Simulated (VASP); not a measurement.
A run of VASP 6.6.1 is set up as follows.

Contents of INCAR:

```
PREC = Accurate
ENCUT = 520
EDIFF = 1E-8
ISMEAR = -1
SIGMA = 0.01
LREAL = F
LASPH = T
NELM = 80
ALGO = Normal
ISIF = 2
LWAVE = F
LCHARG = F
GGA = PS
LEFG = T
NBANDS = 16
```

Contents of KPOINTS:

```
Automatic mesh
0
Gamma
  9 9 9
```

Contents of POSCAR:

```
ZnS
1.0
    0.0000000000      2.6956042803      2.6956042803
    2.6956042803      0.0000000000      2.6956042803
    2.6956042803      2.6956042803      0.0000000000
Zn S
1 1
Direct
    0.0000000000      0.0000000000      0.0000000000
    0.7500000000      0.7500000000      0.7500000000
```

Potentials or basis: VASP PAW PBE potentials, release 64 (Zn, S).

Launch:

```bash
$ cat potpaw_PBE.64/Zn/POTCAR potpaw_PBE.64/S/POTCAR > POTCAR
$ mpirun -np 1 vasp_std > vasp.out
```

Q: Estimate the pressure.

A: -1.3 GPa.

Q: What does it give for the band gap on the k mesh?

A: 2.01 eV, direct.

Caveat: without QUAD_EFG the Cq values of the log hold for a quadrupole moment of 1 mb, not for the nuclei; the PAW data sets were made with another functional, which shifts forces and pressure a little.
